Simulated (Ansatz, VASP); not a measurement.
## Ta2W: VASP beside Ansatz

```
Ta W
1.0
     3.09276    0.00000    0.00000
    -1.54638    2.67841    0.00000
     0.00000    0.00000    6.52111
Ta W
2 1
Direct
  0.66667 0.33333 0.82253
  0.33333 0.66667 0.17747
  0.00000 0.00000 0.50000
```

Alike in both runs: functional PBE; k mesh 18 × 18 × 8; occupations gaussian, width 0.1 eV; no spin polarisation.

Ansatz relaxed the structure, and its values are those at the end. VASP's run is a single point on that final structure, the one shown.

|  | VASP | Ansatz |
| --- | --- | --- |
| version | VASP 6.6.1 | Ansatz 0.2.0 |
| potentials or method | VASP PAW PBE potentials, release 64 (Ta_pv, W_sv), cutoff 520 eV | scalar-relativistic, plane waves, PAW |
| valence electrons in the cell | 36 | 40 |

Ansatz gave:

```
gap on the k mesh at the Fermi level (eV) : none
pressure (GPa)                            : 0.0
rms of the force components (eV/Å)        : 0.001
```

Question: What did VASP give for the same quantities?

Answer: gap on the k mesh at the Fermi level (eV): none; pressure (GPa): 0.3; rms of the force components (eV/Å): 0.010.

A gap of «none» marks a metal or a gap that the smearing closes. VASP's potentials hold 36 valence electrons a cell and Ansatz's 40, so a difference there can come from the potentials and not from the codes.

Neither program's run includes spin-orbit coupling.
